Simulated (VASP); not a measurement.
Runs of VASP 6.6.1 on NaF. The structure is that of space group Fm-3m (No. 225), or close to it. The cells are those of the table. 

| cell | gap on the mesh (eV) | pressure (GPa) |
| --- | --- | --- |
| a = 3.237, b = 3.237, c = 3.286 Å, angles 59.5, 59.5, 61.0°, 2 atoms | 7.30 | -0.7 |
| a = 3.212, b = 3.212, c = 3.187 Å, angles 60.3, 60.3, 59.5°, 2 atoms | (a) | 1.9 |
| a = 3.310, b = 3.310, c = 3.286 Å, angles 60.2, 60.2, 59.5°, 2 atoms | 7.04 | -2.8 |
| a = 3.187 Å, angles 60.0°, 2 atoms | 7.67 | 2.9 |
| a = 3.212, b = 3.212, c = 3.236 Å, angles 59.7, 59.7, 60.5°, 2 atoms | 7.48 | (b) |

Alike in all rows: task single point; level r2SCAN; potentials or basis VASP PAW PBE potentials, release 64 (Na_pv, F); no spin polarisation; k mesh 8 × 8 × 8; cutoff (eV) 520; smearing gaussian 0.05 eV.

Q: Estimate the missing entries.

A: (a) 7.57; (b) 0.8.

Caveats: the PAW data sets were made with another functional, which shifts forces and pressure a little.

